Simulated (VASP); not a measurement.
Input of a VASP 6.6.1 run:

INCAR

```
SYSTEM = Li4Nb4O11
ALGO = Normal
EDIFF = 1E-6
ENCUT = 520
GGA = PE
ISIF = 2
ISMEAR = 0
LASPH = .TRUE.
LCHARG = .TRUE.
LELF = .TRUE.
LREAL = Auto
LVHAR = .TRUE.
LWAVE = .FALSE.
NBANDS = 80
NELECT = 128.0
NELM = 80
PREC = Accurate
SIGMA = 0.05
```

Contents of KPOINTS:

```
k-points
0
G
  4 4 4
  0 0 0
```

Contents of POSCAR:

```
Li4Nb4O11
1.0
    5.2231019317      0.0000000000      0.0000000000
    0.0000000000      3.0155593063     -4.5984613597
    0.0000000000      6.0311186126      4.5984613597
Li Nb O
4 4 11
Direct
    0.0000000000      0.5000000000      0.2500000000
    0.5000000000      0.0000000000      0.7500000000
    0.0000000000      0.5000000000      0.7500000000
    0.5000000000      0.0000000000      0.2500000000
    0.5000000000      0.5000000000      0.5000000000
    0.0000000000      0.0000000000      0.0000000000
    0.0000000000      0.0000000000      0.5000000000
    0.5000000000      0.5000000000      0.0000000000
    0.8803293659      0.0000000000      0.2500000000
    0.3803293659      0.5000000000      0.7500000000
    0.8098353170      0.6901646830      0.9401646830
    0.8098353170      0.3098353170      0.5598353170
    0.3098353170      0.8098353170      0.0598353170
    0.1196706341      0.0000000000      0.7500000000
    0.6196706341      0.5000000000      0.2500000000
    0.6901646830      0.8098353170      0.5598353170
    0.1901646830      0.3098353170      0.0598353170
    0.3480142218      0.9190010669      0.4401646830
    0.6901646830      0.1901646830      0.9401646830
```

Potentials or basis: VASP PAW PBE potentials, release 64 (Li_sv, Nb_sv, O).

Run with:

```sh
$ cat potpaw_PBE.64/Li_sv/POTCAR potpaw_PBE.64/Nb_sv/POTCAR potpaw_PBE.64/O/POTCAR > POTCAR
$ mpirun -np 1 vasp_std > vasp.out
```

(1) Predict the largest force.

Results:

(1) 6.197 eV/Å.

Caveat: the cell carries a net charge on a neutralising background, which shifts energy and pressure; the cell differs from its parent crystal (atom 18 moved 0.500 of the way to it and +0.525 Å across, host rigid).
